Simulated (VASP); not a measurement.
## Si: electric field gradients with PBE

Si:

```
Si
1.0
    -2.26591    2.38419    1.28344
     2.26591   -2.38419    1.28344
     2.26591    2.38419   -1.28344
Si
2
Direct
  0.80700 0.55700 0.25000
  0.19300 0.44300 0.75000
```

```
Program                : VASP 6.6.1
Task                   : electric field gradients
Functional             : PBE
Potentials or basis    : VASP PAW PBE potentials, release 64 (Si)
Cutoff                 : 520 eV
k mesh                 : 16 × 16 × 16
Occupations            : fermi-dirac, width 0.05 eV
Spin                   : no spin polarisation
Dipole correction      : no
Further INCAR settings : ALGO = Normal; EDIFF = 1e-08; NBANDS = 11
```

```
Pressure                                : 12.4 GPa
Largest force                           : 0.017 eV/Å
Band gap on the k mesh                  : zero (bands 4 and 5 overlap by 7.30 eV)
Largest electric field gradient by atom : Si -25.8 V/Å²
```

Forces on the atoms (eV/Å):
```
Si   0.000  0.000  0.017
Si   0.000  0.000 -0.017
```

Stress tensor (GPa, compression positive):
```
11.57  0.00  0.00
 0.00 13.71  0.00
 0.00  0.00 11.79
```

Levels at points of the mesh, in eV from the Fermi level:
| k point | band 2 | band 3 | band 4 | band 5 | band 6 | band 7 |
| --- | --- | --- | --- | --- | --- | --- |
| (0.00, 0.00, 0.00) | -2.92 | -2.44 | -1.72 | 1.18 | 7.74 | 9.00 |
| (0.50, 0.00, 0.00) | -7.52 | -1.78 | -1.32 | -1.32 | 0.11 | 4.79 |
| (0.00, 0.50, 0.00) | -7.18 | -2.78 | -2.17 | -1.47 | 1.17 | 5.12 |
| (0.50, 0.50, 0.00) | -11.31 | 0.16 | 0.16 | 2.91 | 2.91 | 8.58 |
| (0.50, 0.50, 0.50) | -8.11 | -7.54 | -7.26 | 5.69 | 6.50 | 13.98 |

Electric field gradients, principal values (V/Å²):
```csv
atom,least,middle,greatest (by size)
1 Si,9.645,16.140,-25.785
2 Si,9.645,16.140,-25.785
```

It took 100 s on 1 thread of Intel(R) Xeon(R) Platinum 8488C (Sapphire Rapids), with other jobs on the host, peak memory 0.27 GiB.

Caveat: the cell stands under pressure; without QUAD_EFG the Cq values of the log hold for a quadrupole moment of 1 mb, not for the nuclei.
